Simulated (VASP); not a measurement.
Set up this calculation in VASP 6.6.1, as the native input.

* Task: single point
* Functional: PBEsol
* Potentials or basis: VASP PAW PBE potentials, release 64 (Cu)
* Cutoff: 520 eV
* k mesh: 22 × 22 × 22
* Occupations: gaussian, width 0.15 eV
* Spin: no spin polarisation
* Dipole correction: no
* Further INCAR settings: ALGO = Fast; EDIFF = 1e-06; NBANDS = 12

The structure of Cu lies in POSCAR:

```
Cu
1.0
    0.0000000000      1.5703560000      1.8075000000
    2.0446440000      0.0000000000      1.8075000000
    2.0446440000      1.5703560000      0.0000000000
Cu
1
Direct
    0.0000000000      0.0000000000      0.0000000000
```

This cell differs from its parent crystal: strain +0.1312 x Voigt [1, -1, 0, 0, 0, 0].

The input as run:

INCAR

```
ALGO     = Fast           # electronic algorithm
EDIFF    = 1E-6           # SCF threshold, eV
ENCUT    = 520            # plane-wave cutoff, eV
GGA      = PS             # functional
ISIF     = 2              # what is computed and relaxed
ISMEAR   = 0              # smearing method
LASPH    = True           # aspherical terms in the spheres
LCHARG   = True           # write CHGCAR
LELF     = True           # ELF
LREAL    = False          # projectors in reciprocal space
LVHAR    = True         
LWAVE    = False          # write WAVECAR
NBANDS   = 12             # bands
NELM     = 100            # most SCF steps
PREC     = Accurate       # precision mode
SIGMA    = 0.15           # smearing width, eV
```

KPOINTS

```
k-points
0
Gamma
  22 22 22
```

Potentials or basis: VASP PAW PBE potentials, release 64 (Cu).

Command:

```bash
$ cat potpaw_PBE.64/Cu/POTCAR > POTCAR
$ mpirun -np 1 vasp_std > vasp.out
```

It gave:

```yaml
Pressure: -1.4 GPa
```

Caveat: the cell differs from its parent crystal (strain +0.1312 x Voigt [1, -1, 0, 0, 0, 0]); the PAW data sets were made with another functional, which shifts forces and pressure a little.

Wall time 2.9 min on 1 thread of Intel(R) Xeon(R) Platinum 8259CL CPU @ 2.50GHz (Skylake/Cascade Lake), on a shared host, peak memory 0.31 GiB.
